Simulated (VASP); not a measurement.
## Ru: relaxation of cell and atoms with LDA

Crystal: Ru.

```xyz
2
Lattice="2.7000 0.0000 0.0000 -1.3500 2.3383 0.0000 0.0000 0.0000 4.2768" Properties=species:S:1:pos:R:3 pbc="T T T"
Ru    0.0000    1.5588    3.2076
Ru    1.3500    0.7794    1.0692
```

```json
{"Program": "VASP 6.6.1", "Task": "relaxation of cell and atoms", "Functional": "LDA", "Potentials or basis": "VASP PAW LDA potentials, release 64 (Ru_pv)", "Cutoff": "600 eV", "k mesh": "18 × 18 × 10", "Occupations": "gaussian, width 0.05 eV", "Spin": "no spin polarisation", "Dipole correction": "no", "Further INCAR settings": "ALGO = Normal; EDIFF = 1e-07; IBRION = 2; EDIFFG = -0.01; NSW = 80; ISIF = 3"}
```

* Relaxed volume: 13.12 Å³/atom
* Relaxed cell: a = 2.676 Å, b = 2.676 Å, c = 4.232 Å, α = 90.00°, β = 90.00°, γ = 120.00°
* Space group after relaxing (to 0.1 Å): P6_3/mmc (No. 194)
* Energy gained by relaxing: 12.2 meV/atom
* Ionic steps: 7
* Pressure after relaxing: 0.0 GPa
* Band gap on the k mesh: zero (bands 14 and 15 overlap by 3.31 eV)

Stress tensor (GPa, compression positive):
```
 0.00  0.00  0.00
 0.00  0.00  0.00
 0.00  0.00 -0.10
```

Step by step:
```
step  energy change (eV)  largest force (eV/Å)  pressure (GPa)  volume (Å³)
   1              0.0000                0.0000           -9.89        27.00
   2              0.2705                0.0000           43.65        23.87
   3             -0.0243                0.0000           -0.42        26.27
   4             -0.0244                0.0000           -0.05        26.24
   5             -0.0243                0.0000            0.17        26.22
   6             -0.0243                0.0000           -0.43        26.27
   7             -0.0244                0.0000           -0.03        26.24
```

Final structure:
```cif
data_structure
_symmetry_space_group_name_H-M 'P 1'
_symmetry_Int_Tables_number 1
_cell_length_a 2.6756
_cell_length_b 2.6756
_cell_length_c 4.2321
_cell_angle_alpha 90.000
_cell_angle_beta 90.000
_cell_angle_gamma 120.000
_cell_volume 26.24
loop_
_atom_site_label
_atom_site_type_symbol
_atom_site_fract_x
_atom_site_fract_y
_atom_site_fract_z
_atom_site_occupancy
Ru1 Ru 0.33333 0.66667 0.75000 1
Ru2 Ru 0.66667 0.33333 0.25000 1
```

Levels at points of the mesh, in eV from the Fermi level:
```tsv
k point	band 12	band 13	band 14	band 15	band 16	band 17
(0.00, 0.00, 0.00)	-2.01	-2.01	-1.46	-1.46	1.27	1.27
(0.50, 0.00, 0.00)	-1.84	-1.59	1.54	1.98	2.07	4.29
(0.00, 0.00, 0.50)	-2.91	-2.82	-2.82	0.60	0.60	0.60
(0.50, 0.00, 0.50)	-1.11	0.49	0.49	1.81	1.81	3.55
```

It took 9.1 min on 1 thread of Intel Xeon 8259CL, on a shared host, peak memory 0.24 GiB.
